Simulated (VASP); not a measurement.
# Mg (Pm-3m) in VASP: a series of runs

The runs below take Mg through single point, with PBEsol.

Program: VASP 6.6.1. These are calculated values, not measurements. Logs are shortened: lines on timing, memory, paths and dates and some standing lists are left out, and cuts for length are marked.

### 1 The cell of the first run

The structure is cubic, space group Pm-3m (No. 221). Conventional cell: a = 2.996 Å, b = 2.996 Å, c = 2.996 Å, α = 90.00°, β = 90.00°, γ = 90.00°. Within 3.9 Å of Mg (site symmetry m-3m) lie 6 Mg at 3.00 Å.

This isn't the form of Mg at room conditions, which is hcp.

### 2 Single point, PBEsol (26.89 Å³/atom)

INCAR

```
PREC = Accurate
ENCUT = 520
EDIFF = 1E-6
ISMEAR = -1
SIGMA = 0.1
LREAL = F
LASPH = T
NELM = 80
ALGO = Normal
ISIF = 2
LWAVE = F
LCHARG = T
GGA = PS
LELF = T
LVHAR = T
NBANDS = 7
```

KPOINTS

```
Automatic mesh
0
Gamma
  12 12 12
```

POSCAR

```
Mg
1.0
    2.9958300373      0.0000000000      0.0000000000
    0.0000000000      2.9958300373      0.0000000000
    0.0000000000      0.0000000000      2.9958300373
Mg
1
Direct
    0.0000000000      0.0000000000      0.0000000000
```

Potentials or basis: VASP PAW PBE potentials, release 64 (Mg).

Launch:

```bash
cat potpaw_PBE.64/Mg/POTCAR > POTCAR
mpirun -np 1 vasp_std > vasp.out
```

OUTCAR:

```text
PREC = Accurate
   ENCUT = 520
   EDIFF = 1E-6
   ISMEAR = -1
   LREAL = F
   LASPH = T
   NELM = 80
   ISIF = 2
   GGA = PS

 ion  position               nearest neighbor table
   1  0.000  0.000  0.000-

  LATTYP: Found a simple cubic cell.
 ALAT       =     2.9958300373

  Lattice vectors:

 A1 = (   2.9958300373,   0.0000000000,   0.0000000000)
 A2 = (   0.0000000000,   2.9958300373,   0.0000000000)
 A3 = (   0.0000000000,   0.0000000000,   2.9958300373)

Analysis of symmetry for initial positions (statically):
=====================================================================
 Subroutine PRICEL returns:
 Original cell was already a primitive cell.

 Routine SETGRP: Setting up the symmetry group for a
 simple cubic supercell.

 Subroutine GETGRP returns: Found 48 space group operations
 (whereof 48 operations were pure point group operations)
 out of a pool of 48 trial point group operations.

The static configuration has the point symmetry O_h .

Analysis of symmetry for dynamics (positions and initial velocities):
=====================================================================
 Subroutine PRICEL returns:
 Original cell was already a primitive cell.

 Routine SETGRP: Setting up the symmetry group for a
 simple cubic supercell.

 Subroutine GETGRP returns: Found 48 space group operations
 (whereof 48 operations were pure point group operations)
 out of a pool of 48 trial point group operations.

The dynamic configuration has the point symmetry O_h .

 Subroutine INISYM returns: Found 48 space group operations
 (whereof 48 operations are pure point group operations),
 and found     1 'primitive' translations

----------------------------------------------------------------------------------------

                                     Primitive cell

  volume of cell :      26.8876

  direct lattice vectors                    reciprocal lattice vectors
     2.995830037  0.000000000  0.000000000     0.333797307  0.000000000  0.000000000
     0.000000000  2.995830037  0.000000000     0.000000000  0.333797307  0.000000000
     0.000000000  0.000000000  2.995830037     0.000000000  0.000000000  0.333797307

  length of vectors
     2.995830037  2.995830037  2.995830037     0.333797307  0.333797307  0.333797307

  position of ions in fractional coordinates (direct lattice)
     0.000000000  0.000000000  0.000000000

  ion indices of the primitive-cell ions
   primitive index   ion index
                 1           1

[... 65 lines left out ...]
   ISPIN  =      1    spin polarized calculation?
   LNONCOLLINEAR =      F non collinear calculations
   LSORBIT =      F    spin-orbit coupling
   LASPH  =      T    aspherical Exc in radial PAW
   ENCUT  =  520.0 eV  38.22 Ry    6.18 a.u.   5.57  5.57  5.57*2*pi/ulx,y,z
   NELM   =     80;   NELMIN=  2; NELMDL= -5     # of ELM steps
   EDIFF  = 0.1E-05   stopping-criterion for ELM
   LREAL  =      F    real-space projection
[... 7 lines left out ...]
   TEBEG  =    0.0;   TEEND  =   0.0 temperature during run
   PSTRESS=    0.0 pullay stress
   NELECT =       2.0000    total number of electrons
   NUPDOWN=      -1.0000    fix difference up-down
   EMIN   =  10.00;   EMAX   =-10.00  energy-range for DOS
   EFERMI =   0.00;   METHOD = LEGACY
   ISMEAR =    -1;   SIGMA  =   0.10  broadening in eV -4-tet -1-fermi 0-gaus
   EFERMI_NEDOS =   21; number of points for ismear=-14 and -15
   IALGO  =     38    algorithm
   IMIX   =      4    mixing-type and parameters
     AMIX     =   0.40;   BMIX     =  1.00
     AMIX_MAG =   1.60;   BMIX_MAG =  1.00
  volume/ion in A,a.u.               =      26.89       181.45
  Fermi-wavevector in a.u.,A,eV,Ry     =   0.688495  1.301067  6.449513  0.474026
  Thomas-Fermi vector in A             =   1.769312
   LORBIT       =      0    0 simple, 1 ext, 2 COOP (PROOUT), +10 PAW based schemes
   GGA     = PS    functional components
   LHFCALC =     F    Hartree Fock is set to
   AEXX    =    0.0000 exact exchange contribution
   IVDW    =     0    specifies the selected vdW correction
   LEPSILON=     F    determine dielectric tensor
   LRPA    =     F    only Hartree local field effects (RPA)
 non-spin polarized calculation
  energy-cutoff  :      520.00
  volume of cell :       26.89
 maximum number of plane-waves:       739
 NGX is ok and might be reduce to    24
   NGX = 11   NGY = 11   NGZ = 11

 number of electron       2.0000000 magnetization

 Free energy of the ion-electron system (eV)
  ---------------------------------------------------
  ext. energy  EPLUGINS =         0.00000000
  ---------------------------------------------------
  free energy    TOTEN  =        -1.33346030 eV

  energy without entropy =       -1.31720839  energy(sigma->0) =       -1.32533434

 E-fermi :   1.7070     XC(G=0):  -8.0264

 val. band max:        1.6957999189   @ k =   0.5000   0.3333   0.1667
 cond. band min:       1.7129144812   @ k =   0.5000   0.2500   0.2500
 fundamental gap:      0.0171145623
 Fermi energy:         1.7069746070

 k-point     1 :       0.0000    0.0000    0.0000
  band No.  band energies     occupation
      1      -4.5022      2.00000
      2       9.9529      0.00000
      3       9.9529      0.00000
      4      11.3998      0.00000
      5      11.3998      0.00000
      6      11.3998      0.00000
      7      15.9223      0.00000
[... 221 lines left out ...]
 k-point    24 :       0.4167    0.3333    0.0000
  band No.  band energies     occupation
      1       0.1573      2.00000
      2       2.7533      0.00006
      3       5.5633      0.00000
      4       8.0849      0.00000
      5      15.3191      0.00000
      6      16.8780      0.00000
      7      17.4777      0.00000

 [... further k-points ...]

------------------------ aborting loop because EDIFF is reached ----------------------------------------

  FORCE on cell =-STRESS in cart. coord.  units (eV):
  Direction    XX          YY          ZZ          XY          YZ          ZX
  --------------------------------------------------------------------------------------
  -------------------------------------------------------------------------------------
  Total        0.0051063      0.0051063      0.0051063      0.0000000     -0.0000000      0.0000000
  in kB        0.3042754      0.3042754      0.3042754      0.0000000     -0.0000000      0.0000000
  external PRESSURE =       0.3042754 kB  Pullay stress =       0.0000000 kB

 VOLUME and BASIS-vectors are now :
 -----------------------------------------------------------------------------
  energy-cutoff  :      520.00
  volume of cell :       26.89
      direct lattice vectors                 reciprocal lattice vectors
     2.995830037  0.000000000  0.000000000     0.333797307  0.000000000  0.000000000
     0.000000000  2.995830037  0.000000000     0.000000000  0.333797307  0.000000000
     0.000000000  0.000000000  2.995830037     0.000000000  0.000000000  0.333797307

 POSITION                                       TOTAL-FORCE (eV/Angst)
 -----------------------------------------------------------------------------------
      0.00000      0.00000      0.00000         0.000000      0.000000      0.000000
 -----------------------------------------------------------------------------------
    total drift:                                0.000000     -0.000000      0.000000

  FREE ENERGIE OF THE ION-ELECTRON SYSTEM (eV)
  ---------------------------------------------------
  free  energy   TOTEN  =        -1.3334602952 eV

  energy  without entropy=       -1.3172083873  energy(sigma->0) =       -1.32533434
```

OSZICAR:

```text
N       E                     dE             d eps       ncg     rms          rms(c)
DAV:   1    -0.841873606050E+00   -0.84187E+00   -0.75891E+02  1225   0.191E+02
DAV:   2    -0.134567663244E+01   -0.50380E+00   -0.49341E+00  1533   0.969E+00
DAV:   3    -0.134764839901E+01   -0.19718E-02   -0.19708E-02  1533   0.678E-01
DAV:   4    -0.134765245779E+01   -0.40588E-05   -0.40586E-05  1715   0.216E-02
DAV:   5    -0.134765246140E+01   -0.36147E-08   -0.35863E-08  1554   0.488E-04    0.560E-01
DAV:   6    -0.133976320327E+01    0.78893E-02   -0.13971E-03  1470   0.127E-01    0.355E-01
DAV:   7    -0.133345291345E+01    0.63103E-02   -0.53784E-03  1428   0.240E-01    0.208E-02
DAV:   8    -0.133346047139E+01   -0.75579E-05   -0.42407E-05  1512   0.368E-02    0.545E-03
DAV:   9    -0.133346029520E+01    0.17618E-06   -0.84827E-07  1575   0.301E-03
   1 F= -.13334603E+01 E0= -.13253343E+01  d E =-.162519E-01
```

stdout:

```text
POSCAR found type information on POSCAR Mg
 POSCAR found :  1 types and       1 ions
 scaLAPACK will be used
 -----------------------------------------------------------------------------
|                                                                             |
|                                                                             |
|     You enforced a specific xc type in the INCAR file but a different       |
|     I HOPE YOU KNOW WHAT YOU ARE DOING!                                     |
|                                                                             |
 -----------------------------------------------------------------------------

 LDA part: xc-table for (Slater+PW92), standard interpolation
 POSCAR, INCAR and KPOINTS ok, starting setup
 FFT: planning ... GRIDC
 FFT: planning ... GRID_SOFT
 FFT: planning ... GRID
 WAVECAR not read
 entering main loop
```

It took 14 s on 1 thread of Intel Xeon 8259CL, shared host; peak memory 0.14 GiB.

Results:

| Quantity | Value |
| --- | --- |
| Free energy | -1.3335 eV |
| Pressure | 0.0 GPa |
| Band gap on the k mesh | zero (bands 1 and 2 overlap by 6.59 eV) |

Caveat: the PAW data sets were made with another functional, which shifts forces and pressure a little.

### 3 Single point, PBEsol (27.96 Å³/atom)

This run uses another cell than the first one, of 27.96 Å³/atom.

INCAR

```
  PREC = Accurate
  ENCUT = 520
  EDIFF = 1E-6
  ISMEAR = -1
  SIGMA = 0.1
  LREAL = F
  LASPH = T
  NELM = 100
  ALGO = Normal
  ISIF = 2
  LWAVE = F
  LCHARG = F
  GGA = PS
  NBANDS = 7
```

KPOINTS is that of step 2.

POSCAR

```
Mg
1.0
    3.0352533745      0.0000000000      0.0000000000
    0.0000000000      3.0352533745      0.0000000000
    0.0000000000      0.0000000000      3.0352533745
Mg
1
Direct
    0.0000000000      0.0000000000      0.0000000000
```

Potentials or basis: VASP PAW PBE potentials, release 64 (Mg).

Launch:

```bash
cat potpaw_PBE.64/Mg/POTCAR > POTCAR
mpirun -np 1 vasp_std > vasp.out
```

OUTCAR:

```text
PREC = Accurate
   ENCUT = 520
   EDIFF = 1E-6
   ISMEAR = -1
   LREAL = F
   LASPH = T
   NELM = 100
   ISIF = 2
   GGA = PS

 ion  position               nearest neighbor table
   1  0.000  0.000  0.000-

  LATTYP: Found a simple cubic cell.
 ALAT       =     3.0352533745

  Lattice vectors:

 A1 = (   3.0352533745,   0.0000000000,   0.0000000000)
 A2 = (   0.0000000000,   3.0352533745,   0.0000000000)
 A3 = (   0.0000000000,   0.0000000000,   3.0352533745)

Analysis of symmetry for initial positions (statically):
=====================================================================
 Subroutine PRICEL returns:
 Original cell was already a primitive cell.

 Routine SETGRP: Setting up the symmetry group for a
 simple cubic supercell.

 Subroutine GETGRP returns: Found 48 space group operations
 (whereof 48 operations were pure point group operations)
 out of a pool of 48 trial point group operations.

The static configuration has the point symmetry O_h .

Analysis of symmetry for dynamics (positions and initial velocities):
=====================================================================
 Subroutine PRICEL returns:
 Original cell was already a primitive cell.

 Routine SETGRP: Setting up the symmetry group for a
 simple cubic supercell.

 Subroutine GETGRP returns: Found 48 space group operations
 (whereof 48 operations were pure point group operations)
 out of a pool of 48 trial point group operations.

The dynamic configuration has the point symmetry O_h .

 Subroutine INISYM returns: Found 48 space group operations
 (whereof 48 operations are pure point group operations),
 and found     1 'primitive' translations

----------------------------------------------------------------------------------------

                                     Primitive cell

  volume of cell :      27.9631

[... 105 lines left out ...]
     AMIX     =   0.40;   BMIX     =  1.00
     AMIX_MAG =   1.60;   BMIX_MAG =  1.00
  volume/ion in A,a.u.               =      27.96       188.70
  Fermi-wavevector in a.u.,A,eV,Ry     =   0.679553  1.284169  6.283062  0.461792
  Thomas-Fermi vector in A             =   1.757784
   LORBIT       =      0    0 simple, 1 ext, 2 COOP (PROOUT), +10 PAW based schemes
   GGA     = PS    functional components
   LHFCALC =     F    Hartree Fock is set to
   AEXX    =    0.0000 exact exchange contribution
   IVDW    =     0    specifies the selected vdW correction
   LEPSILON=     F    determine dielectric tensor
   LRPA    =     F    only Hartree local field effects (RPA)
 non-spin polarized calculation
  energy-cutoff  :      520.00
  volume of cell :       27.96
 maximum number of plane-waves:       772
 NGX is ok and might be reduce to    24
   NGX = 11   NGY = 11   NGZ = 11

 number of electron       2.0000000 magnetization

 Free energy of the ion-electron system (eV)
  ---------------------------------------------------
  ext. energy  EPLUGINS =         0.00000000
  ---------------------------------------------------
  free energy    TOTEN  =        -1.33061651 eV

  energy without entropy =       -1.31412448  energy(sigma->0) =       -1.32237050

 E-fermi :   1.5311     XC(G=0):  -7.9096

 val. band max:        1.4785221469   @ k =   0.5000   0.3333   0.1667
 cond. band min:       1.5683910165   @ k =   0.5000   0.2500   0.2500
 fundamental gap:      0.0898688697
 Fermi energy:         1.5310871896

 k-point     1 :       0.0000    0.0000    0.0000
  band No.  band energies     occupation
      1      -4.5287      2.00000
      2       9.6415      0.00000
      3       9.6415      0.00000
      4      10.9495      0.00000
      5      10.9495      0.00000
      6      10.9495      0.00000
      7      15.3208      0.00000
[... 221 lines left out ...]
 k-point    24 :       0.4167    0.3333    0.0000
  band No.  band energies     occupation
      1       0.0089      2.00000
      2       2.5516      0.00007
      3       5.2837      0.00000
      4       7.7715      0.00000
      5      14.7889      0.00000
      6      16.3255      0.00000
      7      16.9449      0.00000

 [... further k-points ...]

------------------------ aborting loop because EDIFF is reached ----------------------------------------

  FORCE on cell =-STRESS in cart. coord.  units (eV):
  Direction    XX          YY          ZZ          XY          YZ          ZX
  --------------------------------------------------------------------------------------
  -------------------------------------------------------------------------------------
  Total       -0.1488039     -0.1488039     -0.1488039     -0.0000000      0.0000000     -0.0000000
  in kB       -8.5258935     -8.5258935     -8.5258935     -0.0000000      0.0000000     -0.0000000
  external PRESSURE =      -8.5258935 kB  Pullay stress =       0.0000000 kB

 VOLUME and BASIS-vectors are now :
 -----------------------------------------------------------------------------
  energy-cutoff  :      520.00
  volume of cell :       27.96
      direct lattice vectors                 reciprocal lattice vectors
     3.035253374  0.000000000  0.000000000     0.329461787  0.000000000  0.000000000
     0.000000000  3.035253374  0.000000000     0.000000000  0.329461787  0.000000000
     0.000000000  0.000000000  3.035253374     0.000000000  0.000000000  0.329461787

 POSITION                                       TOTAL-FORCE (eV/Angst)
 -----------------------------------------------------------------------------------
      0.00000      0.00000      0.00000         0.000000      0.000000      0.000000
 -----------------------------------------------------------------------------------
    total drift:                                0.000000     -0.000000      0.000000

  FREE ENERGIE OF THE ION-ELECTRON SYSTEM (eV)
  ---------------------------------------------------
  free  energy   TOTEN  =        -1.3306165147 eV

  energy  without entropy=       -1.3141244790  energy(sigma->0) =       -1.32237050
```

OSZICAR:

```text
N       E                     dE             d eps       ncg     rms          rms(c)
DAV:   1    -0.839957676051E+00   -0.83996E+00   -0.65485E+02  1288   0.182E+02
DAV:   2    -0.134226686304E+01   -0.50231E+00   -0.49012E+00  1519   0.972E+00
DAV:   3    -0.134469148490E+01   -0.24246E-02   -0.24229E-02  1526   0.697E-01
DAV:   4    -0.134469904909E+01   -0.75642E-05   -0.75641E-05  1736   0.286E-02
DAV:   5    -0.134469905471E+01   -0.56143E-08   -0.57411E-08  1449   0.664E-04    0.562E-01
DAV:   6    -0.133692311384E+01    0.77759E-02   -0.14316E-03  1428   0.130E-01    0.357E-01
DAV:   7    -0.133060880727E+01    0.63143E-02   -0.56035E-03  1442   0.247E-01    0.215E-02
DAV:   8    -0.133061672532E+01   -0.79181E-05   -0.44592E-05  1498   0.376E-02    0.558E-03
DAV:   9    -0.133061651471E+01    0.21061E-06   -0.92415E-07  1463   0.313E-03
   1 F= -.13306165E+01 E0= -.13223705E+01  d E =-.164920E-01
```

It took 14 s on 1 thread of Intel Xeon 8259CL, shared host; peak memory 0.14 GiB.

Results:

* Free energy: -1.3306 eV
* Pressure: -0.9 GPa
* Band gap on the k mesh: zero (bands 1 and 2 overlap by 6.35 eV)

Caveat: the PAW data sets were made with another functional, which shifts forces and pressure a little.

### 4 Single point, PBEsol (30.11 Å³/atom)

This run uses another cell than the first one, of 30.11 Å³/atom.

INCAR

```
SYSTEM = Mg
ALGO = Normal ; EDIFF = 1E-6
ENCUT = 520 ; GGA = PS
ISIF = 2 ; ISMEAR = -1
LASPH = .True. ; LCHARG = .True.
LELF = .True. ; LREAL = .False.
LVHAR = .True. ; LWAVE = .False.
NBANDS = 7 ; NELM = 80
PREC = Accurate ; SIGMA = 0.1
```

KPOINTS

```
k-points
0
Gamma
  12 12 12
  0 0 0
```

POSCAR

```
Mg
1.0
    3.1111659598      0.0000000000      0.0000000000
    0.0000000000      3.1111659598      0.0000000000
    0.0000000000      0.0000000000      3.1111659598
Mg
1
Direct
    0.0000000000      0.0000000000      0.0000000000
```

Launch:

```bash
cat potpaw_PBE.64/Mg/POTCAR > POTCAR
mpirun -np 1 vasp_std > vasp.out
```

It took 14 s on 1 thread of Intel Xeon 8259CL, shared host; peak memory 0.14 GiB.

The run converged. Its results:

| Property | Result |
| --- | --- |
| Free energy | -1.3097 eV |
| Pressure | -2.2 GPa |
| Band gap on the k mesh | zero (bands 1 and 2 overlap by 5.92 eV) |

Levels at points of the mesh, in eV from the Fermi level:
| k point | band 1 | band 2 | band 3 | band 4 | band 5 | band 6 |
| --- | --- | --- | --- | --- | --- | --- |
| (0.00, 0.00, 0.00) | -5.79 | 7.86 | 7.86 | 8.92 | 8.92 | 8.92 |
| (0.50, 0.00, 0.00) | -2.25 | -1.69 | 10.11 | 11.97 | 11.97 | 12.52 |
| (0.50, 0.50, 0.00) | 1.30 | 1.30 | 1.76 | 2.78 | 14.82 | 14.82 |
| (0.50, 0.50, 0.50) | 4.23 | 4.23 | 4.23 | 5.61 | 5.61 | 5.61 |

Caveat: the PAW data sets were made with another functional, which shifts forces and pressure a little.

### 5 The runs side by side

```tsv
cell	gap on the mesh (eV)	pressure (GPa)
a = 2.996 Å, 1 atom	none	0.0
a = 3.035 Å, 1 atom	none	-0.9
a = 3.111 Å, 1 atom	none	-2.2
```

Alike in all rows: task single point; level PBEsol; potentials or basis VASP PAW PBE potentials, release 64 (Mg); no spin polarisation; k mesh 12 × 12 × 12; cutoff (eV) 520; smearing fermi-dirac 0.1 eV.

Caveats: the PAW data sets were made with another functional, which shifts forces and pressure a little.

Total energies depend on the potentials used, so only differences within one code and one set of settings carry meaning.
